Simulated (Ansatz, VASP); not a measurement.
## One calculation of InSe, two programs

```
In Se
1.0
     5.90306   -2.08169    0.00000
     5.90306    2.08169    0.00000
    -1.74591    0.00000    4.83414
In Se
2 2
Direct
  0.88820 0.88820 0.04684
  0.11180 0.11180 0.95316
  0.66093 0.66093 0.66896
  0.33907 0.33907 0.33104
```

Alike in both runs: task single point; functional r2SCAN; k mesh 7 × 7 × 6; occupations fermi-dirac, width 0.05 eV; no spin polarisation.

|  | VASP | Ansatz |
| --- | --- | --- |
| version | VASP 6.6.1 | Ansatz 0.2.0 |
| potentials or method | VASP PAW PBE potentials, release 64 (In_d, Se) | Ansatz PAW |
| plane-wave cutoff (eV) | 520 | 500 |
| valence electrons in the cell | 38 | 58 |

```csv
,VASP,Ansatz,Ansatz less VASP
gap on the k mesh at the Fermi level (eV),1.42,1.42,+0.003
least direct gap on the mesh (eV),1.48,1.48,+0.004
pressure (GPa),-2.0,-2.0,0.00
"traceless stress, the component that is largest in VASP (GPa)",0.37,0.38,+0.006
rms of the force components (eV/Å),0.135,0.141,+0.0066
```

VASP's potentials were made for PBE, not for r2SCAN. Atom by atom the forces differ by 0.007 eV/Å (rms over components). VASP's potentials hold 38 valence electrons a cell and Ansatz's 58, so a difference there can come from the potentials and not from the codes.

Noted on Ansatz's run: odd divisions of the mesh miss points on the zone boundary, where band edges often lie, so the gap on the mesh can be too wide.
